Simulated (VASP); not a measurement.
Set up this calculation in VASP 6.6.1, as the native input.

```
Task                   : single point
Functional             : PBEsol
Potentials or basis    : VASP PAW PBE potentials, release 64 (O, Sr_sv)
Cutoff                 : 520 eV
k mesh                 : 1 × 1 × 1, shifted
Occupations            : fermi-dirac, width 0.05 eV
Spin                   : no spin polarisation
Dipole correction      : no
Further INCAR settings : LREAL = Auto; ALGO = Normal; EDIFF = 1e-06; NBANDS = 296; ISYM = 0
```

The structure of Sr33O31 (a cell with a defect) lies in POSCAR:

```
Sr33O31
1.0
   10.2454930000      0.0000000000      0.0000000000
    0.0000000000     10.2454930000      0.0000000000
    0.0000000000      0.0000000000     10.2454930000
O Sr
31 33
Direct
    0.2500100000      0.9997930000      0.0002580000
    0.2499980000      0.9997990000      0.5002270000
    0.2499430000      0.4998370000      0.0002800000
    0.7500150000      0.9998160000      0.0001770000
    0.7499990000      0.9998060000      0.5002230000
    0.7499750000      0.4998200000      0.0001130000
    0.7499690000      0.4998450000      0.5000240000
    0.9995730000      0.2522360000      0.0005370000
    0.9943840000      0.2450290000      0.5005350000
    0.9994370000      0.7475140000      0.0001720000
    0.9944140000      0.7545520000      0.5000650000
    0.5005020000      0.2521650000      0.0004530000
    0.5054900000      0.2450230000      0.5005220000
    0.5003580000      0.7474200000      0.0000920000
    0.5055300000      0.7545310000      0.5000350000
    0.9993850000      0.0001380000      0.2496360000
    0.9993280000      0.9997710000      0.7509280000
    0.0047380000      0.5001870000      0.2550210000
    0.0043790000      0.4997840000      0.7459220000
    0.5006360000      0.9997970000      0.2496280000
    0.5006030000      0.9994190000      0.7509390000
    0.4957040000      0.4997960000      0.2546030000
    0.4951730000      0.4993750000      0.7455140000
    0.2502060000      0.2450170000      0.2447210000
    0.2502040000      0.2450250000      0.7557760000
    0.2497250000      0.7544640000      0.2447650000
    0.2497290000      0.7545070000      0.7557940000
    0.7501560000      0.2521820000      0.2497860000
    0.7500960000      0.2521100000      0.7507170000
    0.7498340000      0.7475600000      0.2496350000
    0.7497740000      0.7473070000      0.7506210000
    0.2499640000      0.4997940000      0.5003480000
    0.9997620000      0.9998340000      0.0001940000
    0.9983650000      0.9999280000      0.5003250000
    0.9957170000      0.4999100000      0.0002910000
    0.9765940000      0.4997750000      0.5003430000
    0.5001410000      0.9997480000      0.0002480000
    0.5015550000      0.9997060000      0.5002120000
    0.5042340000      0.4997110000      0.0003270000
    0.5233290000      0.4997860000      0.5000870000
    0.2500180000      0.2439710000      0.0003040000
    0.2500810000      0.2341160000      0.5003580000
    0.2499050000      0.7556350000      0.0001970000
    0.2498630000      0.7654790000      0.5001590000
    0.7500140000      0.2468420000      0.0003150000
    0.7500160000      0.2440460000      0.5002970000
    0.7499460000      0.7527840000      0.0002660000
    0.7499310000      0.7555700000      0.5001780000
    0.2499800000      0.9999230000      0.2486670000
    0.2499360000      0.9997070000      0.7518210000
    0.2500580000      0.4998070000      0.2268370000
    0.2498900000      0.4998030000      0.7737410000
    0.7499740000      0.9998440000      0.2501080000
    0.7499710000      0.9997960000      0.7504020000
    0.7499750000      0.4998920000      0.2460810000
    0.7499320000      0.4997550000      0.7545230000
    0.0029030000      0.2496910000      0.2531450000
    0.0029340000      0.2496110000      0.7475540000
    0.0027770000      0.7502870000      0.2530620000
    0.0026710000      0.7500470000      0.7473030000
    0.4972640000      0.2495070000      0.2531870000
    0.4971800000      0.2493970000      0.7474540000
    0.4970100000      0.7500860000      0.2529560000
    0.4970680000      0.7498940000      0.7473430000
```

One way to write it, as run:

INCAR

```
PREC = Accurate
ENCUT = 520
EDIFF = 1E-6
ISMEAR = -1
SIGMA = 0.05
LREAL = Auto
LASPH = True
NELM = 80
ALGO = Normal
ISIF = 2
LWAVE = False
LCHARG = True
GGA = PS
LELF = True
LVHAR = True
NBANDS = 296
ISYM = 0
```

KPOINTS

```
Automatic mesh
0
Gamma
  1 1 1
  0.25 0.25 0.25
```

Potentials or basis: VASP PAW PBE potentials, release 64 (O, Sr_sv).

Launch:

```bash
$ cat potpaw_PBE.64/O/POTCAR potpaw_PBE.64/Sr_sv/POTCAR > POTCAR
$ mpirun -np 1 vasp_std > vasp.out
```

Results of the run:

```yaml
Pressure: 1.8 GPa
Largest_force: 0.177 eV/Å
Band_gap_on_the_k_mesh: 0.18 eV
```

Caveat: the k points lie up to 0.61 Å⁻¹ apart; the PAW data sets were made with another functional, which shifts forces and pressure a little.

Run time: 54 min on 1 thread of AMD EPYC 9R14 (Zen 4), with other jobs on the host, peak memory 1.4 GiB.
